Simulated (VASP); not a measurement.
**MnPt2: single point with PBE0**

MnPt2:

```
Pt Mn
1.0
     2.85840    0.00000    0.00000
    -1.42920    2.47545    0.00000
     0.00000    0.00000    6.53250
Pt Mn
2 1
Direct
  0.66667 0.33333 0.31621
  0.33333 0.66667 0.68379
  0.00000 0.00000 0.00000
```

* Program: VASP 6.6.1
* Task: single point
* Functional: PBE0
* Potentials or basis: VASP PAW PBE potentials, release 64 (Pt, Mn_pv)
* Cutoff: 400 eV
* k mesh: 6 × 6 × 2
* Occupations: fermi-dirac, width 0.05 eV
* Spin: collinear spin, ferromagnetic start
* Starting moments: [0.0, 0.0, 4.0] μB

* Pressure: -2.5 GPa
* Largest force: 0.216 eV/Å
* Net moment: 4.81 μB per cell
* Site moments: Pt +0.24; Mn +4.20 μB
* Valence electrons inside the program's atomic spheres: Pt 9.35; Mn 11.52

Forces in eV/Å, atoms in the order of the input:
```
Pt   0.000  0.000  0.216
Pt   0.000  0.000 -0.216
Mn   0.000  0.000  0.000
```

Stress tensor (GPa, compression positive):
```
-4.32  0.00  0.00
 0.00 -4.32  0.00
 0.00  0.00  1.27
```

Levels at points of the mesh, in eV from the Fermi level:
Spin up:
```csv
k point,band 17,band 18,band 19,band 20,band 21,band 22
"(0.00, 0.00, 0.00)",-3.15,-2.02,-2.02,-1.65,-1.65,11.86
"(0.50, 0.00, 0.00)",-0.59,0.28,2.07,2.66,2.87,7.01
"(0.00, 0.00, 0.50)",-2.55,-2.55,-1.04,-1.04,0.96,7.52
"(0.50, 0.00, 0.50)",-0.75,-0.53,-0.45,2.46,3.70,6.28
```
Spin down:
```tsv
k point	band 13	band 14	band 15	band 16	band 17	band 18
(0.00, 0.00, 0.00)	-2.52	-2.52	-1.49	-1.49	3.10	3.94
(0.50, 0.00, 0.00)	0.75	0.79	2.16	2.77	3.52	3.69
(0.00, 0.00, 0.50)	-2.27	-1.88	-1.88	1.13	2.49	4.00
(0.50, 0.00, 0.50)	-0.34	0.74	0.83	2.96	3.17	4.37
```

Wall time 10 min on 4 MPI ranks on Intel(R) Xeon(R) Platinum 8488C (Sapphire Rapids), on a shared host, peak memory 0.19 GiB a rank.

Caveat: the k points lie up to 0.48 Å⁻¹ apart; the PAW data sets were made with another functional, which shifts forces and pressure a little; spin-orbit coupling is left out, which moves the levels of the heavy elements.
